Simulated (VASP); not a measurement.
Here is a VASP 6.6.1 calculation.

POSCAR

```
InSe
1.0
    4.0181119053      0.0000000000      0.0000000000
   -2.0090559527      3.4797869852      0.0000000000
    0.0000000000      0.0000000000     16.9256135378
In Se
4 4
Direct
    0.3333333333      0.6666666667      0.1677023332
    0.6666666667      0.3333333333      0.6677023332
    0.3333333333      0.6666666667      0.3322976668
    0.6666666667      0.3333333333      0.8322976668
    0.3333333333      0.6666666667      0.5927860119
    0.6666666667      0.3333333333      0.0927860119
    0.3333333333      0.6666666667      0.9072139881
    0.6666666667      0.3333333333      0.4072139881
```

Contents of INCAR.step1:

```
SYSTEM = InSe
ALGO     = Normal         ! electronic algorithm
EDIFF    = 1E-4           ! SCF threshold, eV
ENCUT    = 520            ! plane-wave cutoff, eV
GGA      = PE             ! functional
ISMEAR   = 0              ! smearing method
LASPH    = .True.         ! aspherical terms in the spheres
LCHARG   = .False.        ! write CHGCAR
LREAL    = .False.        ! projectors in reciprocal space
LWAVE    = .True.         ! write WAVECAR
NBANDS   = 48             ! bands
NELM     = 100            ! most SCF steps
PREC     = Accurate       ! precision mode
SIGMA    = 0.01           ! smearing width, eV
```

The input INCAR.step2:

```
SYSTEM = InSe
ALGO     = Normal         ! electronic algorithm
EDIFF    = 1E-6           ! SCF threshold, eV
ENCUT    = 520            ! plane-wave cutoff, eV
ISIF     = 2              ! what is computed and relaxed
ISMEAR   = 0              ! smearing method
ISTART   = 1            
LASPH    = .True.         ! aspherical terms in the spheres
LCHARG   = .False.        ! write CHGCAR
LMIXTAU  = .True.       
LREAL    = .False.        ! projectors in reciprocal space
LWAVE    = .False.        ! write WAVECAR
METAGGA  = R2SCAN         ! meta-GGA
NBANDS   = 48             ! bands
NELM     = 100            ! most SCF steps
PREC     = Accurate       ! precision mode
SIGMA    = 0.01           ! smearing width, eV
```

Contents of KPOINTS:

```
k-points
0
Gamma
  6 6 2
  0 0 0
```

Potentials or basis: VASP PAW PBE potentials, release 64 (In_d, Se).

Run with:

```console
$ cat potpaw_PBE.64/In_d/POTCAR potpaw_PBE.64/Se/POTCAR > POTCAR
$ cp INCAR.step1 INCAR
$ mpirun -np 1 vasp_std > vasp.out
$ cp INCAR.step2 INCAR
$ mpirun -np 1 vasp_std > vasp.out
```

Question: What does it give for the band gap on the k mesh?

Answer: 0.87 eV, direct.

Question: Estimate the largest force.

Answer: 0.015 eV/Å.

Question: Predict the pressure.

Answer: 0.8 GPa.

Forces on the atoms (eV/Å):
```
In   0.000  0.000 -0.005
In   0.000  0.000 -0.005
In   0.000  0.000  0.005
In   0.000  0.000  0.005
Se   0.000  0.000  0.015
Se   0.000  0.000  0.015
Se   0.000  0.000 -0.015
Se   0.000  0.000 -0.015
```

Caveat: the PAW data sets were made with another functional, which shifts forces and pressure a little; spin-orbit coupling is left out, which moves the levels of the heavy elements. r2SCAN opens gaps a little over a GGA but as a rule still falls short of measured ones.
